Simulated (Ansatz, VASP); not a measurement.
**Mg: VASP beside Ansatz**

```
Mg
1.0
    -1.90700    1.90700    1.49430
     1.90700   -1.90700    1.49430
     1.90700    1.90700   -1.49430
Mg
1
Direct
  0.00000 0.00000 0.00000
```

Alike in both runs: task single point; functional PBEsol; k mesh 18 × 18 × 18; occupations gaussian, width 0.15 eV; no spin polarisation.

|  | VASP | Ansatz |
| --- | --- | --- |
| version | VASP 6.6.1 | Ansatz 0.2.0 |
| potentials or method | VASP PAW PBE potentials, release 64 (Mg), cutoff 520 eV | scalar-relativistic, plane waves, PAW |
| valence electrons in the cell | 2 | 10 |

Ansatz gave:

| Property | Result |
| --- | --- |
| gap on the k mesh at the Fermi level (eV) | none |
| pressure (GPa) | 2.5 |
| traceless stress, the component that is largest in VASP (GPa) | 3.73 |

Question: Which values does VASP return?

Answer: gap on the k mesh at the Fermi level (eV): none; pressure (GPa): 2.5; traceless stress, the component that is largest in VASP (GPa): 3.77.

VASP's potentials were made for PBE, not for PBEsol. A gap of «none» marks a metal or a gap that the smearing closes. The functional is the same, so the differences come from potentials, cutoffs and numerics. VASP's potentials hold 2 valence electrons a cell and Ansatz's 10, so a difference there can come from the potentials and not from the codes.
